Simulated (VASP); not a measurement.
Write the native input for VASP 6.6.1 that does the following.

- Task: single point
- Functional: LDA
- Potentials or basis: VASP PAW LDA potentials, release 64 (Na_pv, Ag)
- Cutoff: 520 eV
- k mesh: 8 × 8 × 8
- Occupations: gaussian, width 0.1 eV
- Spin: no spin polarisation
- Dipole correction: no
- Further INCAR settings: ALGO = Normal; EDIFF = 1e-06; NBANDS = 28

The structure of NaAg3 lies in POSCAR:

```
NaAg3
1.0
   -2.1209560000      2.1209560000      4.2973810000
    2.1209560000     -2.1209560000      4.2973810000
    2.1209560000      2.1209560000     -4.2973810000
Na Ag
1 3
Direct
    0.0000000000      0.0000000000      0.0000000000
    0.7500000000      0.2500000000      0.5000000000
    0.2500000000      0.7500000000      0.5000000000
    0.5000000000      0.5000000000      0.0000000000
```

One way to write it, as run:

INCAR

```
SYSTEM = NaAg3
PREC = Accurate
ENCUT = 520
EDIFF = 1E-6
ISMEAR = 0
SIGMA = 0.1
LREAL = .FALSE.
LASPH = .TRUE.
NELM = 80
ALGO = Normal
ISIF = 2
LWAVE = .FALSE.
LCHARG = .TRUE.
LELF = .TRUE.
LVHAR = .TRUE.
NBANDS = 28
```

KPOINTS

```
regular mesh
0
G
  8 8 8
  0 0 0
```

Potentials or basis: VASP PAW LDA potentials, release 64 (Na_pv, Ag).

The run is started by

```bash
$ cat potpaw_LDA.64/Na_pv/POTCAR potpaw_LDA.64/Ag/POTCAR > POTCAR
$ mpirun -np 1 vasp_std > vasp.out
```

It gave:

| Item | Value |
| --- | --- |
| Pressure | -7.8 GPa |
| Band gap on the k mesh | zero (bands 20 and 21 overlap by 3.44 eV) |

Caveat: the cell stands under tension.

Run time: 3.5 min on 1 thread of Intel Xeon 8259CL, with other jobs on the host, peak memory 0.26 GiB.
